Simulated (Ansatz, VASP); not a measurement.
**In3Sb in VASP and in Ansatz**

The input INCAR:

```
PREC     = Accurate       # precision mode
ENCUT    = 520            # plane-wave cutoff, eV
EDIFF    = 1E-6           # SCF threshold, eV
ISMEAR   = -1             # smearing method
SIGMA    = 0.05           # smearing width, eV
LREAL    = F              # projectors in reciprocal space
LASPH    = T              # aspherical terms in the spheres
NELM     = 60             # most SCF steps
ALGO     = Fast           # electronic algorithm
ISIF     = 2              # what is computed and relaxed
LWAVE    = F              # write WAVECAR
LCHARG   = T              # write CHGCAR
GGA      = PS             # functional
LELF     = T              # ELF
LVHAR    = T            
NBANDS   = 30             # bands
```

File KPOINTS:

```
Automatic mesh
0
Gamma
  6 6 6
```

The input POSCAR:

```
In3Sb
1.0
    4.8044981896      0.0000000000      0.0000000000
    0.0000000000      4.8044981896      0.0000000000
    0.0000000000      0.0000000000      4.8044981896
Sb In
1 3
Direct
    0.0000000000      0.0000000000      0.0000000000
    0.0000000000      0.5000000000      0.5000000000
    0.5000000000      0.0000000000      0.5000000000
    0.5000000000      0.5000000000      0.0000000000
```

File input.yaml:

```yaml
crystal:
  lattice:
    - [4.8044981896, 0.0, 0.0]
    - [0.0, 4.8044981896, 0.0]
    - [0.0, 0.0, 4.8044981896]
  atoms:
    - { symbol: Sb, position: [0.0, 0.0, 0.0] }
    - { symbol: In, position: [0.0, 0.5, 0.5] }
    - { symbol: In, position: [0.5, 0.0, 0.5] }
    - { symbol: In, position: [0.5, 0.5, 0.0] }
kpoints:
  mp_grid: { grid: [6, 6, 6] }
scf:
  occupations: { method: fermi_dirac, width: 0.05 }
hamiltonian:
  xc: pbesol
  pseudopotentials: { kind: all_electron, lapw: { basis_error: 0.001 } }
output:
  forces: true
  stress: true
  eigenvalues: true
```

Change from the starting cell: volume scaled by 0.98.

Alike in both runs: task single point; functional PBEsol; k mesh 6 × 6 × 6; occupations fermi-dirac, width 0.05 eV; no spin polarisation.

|  | VASP | Ansatz |
| --- | --- | --- |
| version | VASP 6.6.1 | Ansatz 0.2.0 |
| potentials or method | VASP PAW PBE potentials, release 64 (Sb, In_d), cutoff 520 eV | all-electron LAPW, scalar-relativistic |

|  | VASP | Ansatz | Ansatz less VASP |
| --- | --- | --- | --- |
| gap on the k mesh at the Fermi level (eV) | none | none | - |
| pressure (GPa) | -1.9 | -1.9 | +0.06 |

VASP's potentials were made for PBE, not for PBEsol. A gap of «none» marks a metal or a gap that the smearing closes. Ansatz ran all-electron here, and VASP with PAW potentials.

Spin-orbit coupling is off throughout.
